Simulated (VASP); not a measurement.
Wanted: the native input for a VASP 6.6.1 run.

```yaml
Task: single point
Functional: PBEsol
Potentials_or_basis: VASP PAW PBE potentials, release 64 (Pd)
Cutoff: 520 eV
k_mesh: 19 × 19 × 19
Occupations: fermi-dirac, width 0.05 eV
Spin: no spin polarisation
Dipole_correction: no
Further_INCAR_settings: ALGO = Normal; EDIFF = 1e-06; NBANDS = 11
```

The structure of Pd lies in POSCAR:

```
Pd
1.0
    0.0000000000      1.7371890226      1.7371890226
    1.7371890226      0.0000000000      1.7371890226
    1.7371890226      1.7371890226      0.0000000000
Pd
1
Direct
    0.0000000000      0.0000000000      0.0000000000
```

This cell differs from its parent crystal: volume scaled by 0.72.

These files were run (other wordings do the same):

INCAR

```
SYSTEM = Pd
  PREC = Accurate
  ENCUT = 520
  EDIFF = 1E-6
  ISMEAR = -1
  SIGMA = 0.05
  LREAL = .False.
  LASPH = .True.
  NELM = 60
  ALGO = Normal
  ISIF = 2
  LWAVE = .False.
  LCHARG = .False.
  GGA = PS
  NBANDS = 11
```

KPOINTS

```
Automatic mesh
0
Gamma
  19 19 19
  0 0 0
```

Potentials or basis: VASP PAW PBE potentials, release 64 (Pd).

The run is started by

```bash
$ cat potpaw_PBE.64/Pd/POTCAR > POTCAR
$ mpirun -np 1 vasp_std > vasp.out
```

It gave:

- Pressure: 159.4 GPa
- Band gap on the k mesh: zero (band 5 reaches 17.25 eV, above the bottom of band 6 at 14.43 eV)

Caveat: the PAW data sets were made with another functional, which shifts forces and pressure a little.

Wall time 13 s on 1 thread of Intel(R) Xeon(R) Platinum 8488C (Sapphire Rapids) (shared host), peak memory 0.14 GiB.
